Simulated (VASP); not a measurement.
A run of VASP 6.6.1 is set up as follows.

The input INCAR:

```
ALGO = Normal
EDIFF = 1E-6
ENCUT = 520
GGA = PE
ISIF = 2
ISMEAR = -1
LASPH = True
LCHARG = False
LREAL = Auto
LWAVE = False
NBANDS = 86
NELM = 60
PREC = Accurate
SIGMA = 0.02
```

File KPOINTS:

```
k-points
0
Gamma
  1 1 1
```

File POSCAR:

```
C
1.0
    9.8640000000      0.0000000000      0.0000000000
   -4.9320000000      8.5424750000      0.0000000000
    0.0000000000      0.0000000000     11.0000000000
C
32
Direct
   -0.0032564779      0.0108633622      0.0800636364
    0.1626055315      0.0934389624      0.0817909091
   -0.0012585380      0.2606621617      0.0811272727
    0.1612407954      0.3379114367      0.0809727273
    0.0029976347      0.5142069482      0.0723636364
    0.1697545759      0.5959162889      0.0729363636
   -0.0128207032      0.7499465904      0.0768909091
    0.1548032857      0.8355189802      0.0849181818
    0.2412762277      0.0049166079      0.0835181818
    0.4037976525      0.0796958727      0.0935454545
    0.2473170263      0.2562723333      0.0898090909
    0.4205549369      0.3436240668      0.0932272727
    0.2525263463      0.5050526926      0.0831909091
    0.4161043176      0.5921234771      0.0941545455
    0.2408591363      0.7578131630      0.0860181818
    0.4059133569      0.8365023017      0.1030454545
    0.4896428134     -0.0015335134      0.1125000000
    0.6534065078      0.0816508096      0.0893636364
    0.4921012425      0.2482535799      0.0935636364
    0.6608352502      0.3367759344      0.0802727273
    0.5025468854      0.5110345655      0.0913181818
    0.6692109872      0.5915849915      0.0968727273
    0.4989935243      0.7596861565      0.1049000000
    0.6603114313      0.8370056687      0.1017272727
    0.7449224929      0.0000234124      0.1010727273
    0.9123882990      0.0954173117      0.0922090909
    0.7453796868      0.2577707280      0.0832272727
    0.9214948176      0.3430504625      0.0696454545
    0.7469624907      0.4994805370      0.0906000000
    0.9141483452      0.5885764957      0.0850727273
    0.7529833895      0.7571224967      0.0885545455
    0.9159603971      0.8439240384      0.0835727273
```

Potentials or basis: VASP PAW PBE potentials, release 64 (C).

The run is started by

```bash
$ cat potpaw_PBE.64/C/POTCAR > POTCAR
$ mpirun -np 1 vasp_gam > vasp.out
```

Q: Predict the largest force.

A: 4.518 eV/Å.

Forces on the atoms (eV/Å):
```
C   -0.446  0.306  0.878
C    0.632 -0.990  0.011
C   -0.033 -1.320 -0.210
C    2.476  1.394  0.525
C    1.111 -2.372 -0.126
C   -0.107 -2.144  0.729
C    1.783  2.854  1.018
C   -0.429  1.012 -0.804
C   -0.435 -1.214  0.516
C    0.880  1.896  0.772
C    0.325  1.689 -0.413
C   -1.811 -1.804 -0.241
C   -2.623  1.210 -0.519
C    1.056 -0.280 -0.164
C    1.873 -0.178  0.359
C    1.548 -0.228  0.485
C   -0.748  1.546 -2.376
C    2.288  1.936  1.994
C    0.062  1.487 -0.797
C    0.028 -1.160  1.486
C    0.205 -0.555  0.772
C    0.432 -0.836 -0.920
C   -2.361 -2.014 -0.639
C    2.886  0.087 -0.246
C   -2.035  3.023 -1.017
C    1.036 -2.357 -0.672
C    2.178 -2.147 -1.118
C   -4.282  0.834  1.175
C   -1.228  2.182 -0.339
C   -0.994 -1.294 -0.776
C   -2.746  0.074  1.251
C   -0.522 -0.637 -0.594
```

Caveat: the k points lie up to 0.74 Å⁻¹ apart; the atoms stand as in a frame of molecular dynamics.
